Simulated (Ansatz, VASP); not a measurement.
# One calculation of ZnS, two programs

```
Zn S
1.0
     0.00000    2.72182    2.72182
     2.72182    0.00000    2.72182
     2.72182    2.72182    0.00000
Zn S
1 1
Direct
  0.00000 0.00000 0.00000
  0.25000 0.25000 0.25000
```

Alike in both runs: functional PBE; k mesh 10 × 10 × 10; occupations gaussian, width 0.02 eV; no spin polarisation.

Ansatz relaxed the structure, and its values are those at the end. VASP's run is a single point on that final structure, the one shown.

|  | VASP | Ansatz |
| --- | --- | --- |
| version | VASP 6.6.1 | Ansatz 0.2.0 |
| potentials or method | VASP PAW PBE potentials, release 64 (Zn, S), cutoff 500 eV | scalar-relativistic, plane waves, PAW |
| valence electrons in the cell | 18 | 18 |

```tsv
	VASP	Ansatz	Ansatz less VASP
gap on the k mesh at the Fermi level (eV)	2.02	2.01	-0.007
least direct gap on the mesh (eV)	2.02	2.01	-0.007
pressure (GPa)	0.1	0.0	-0.14
```

The functional is the same, so the differences come from potentials, cutoffs and numerics.
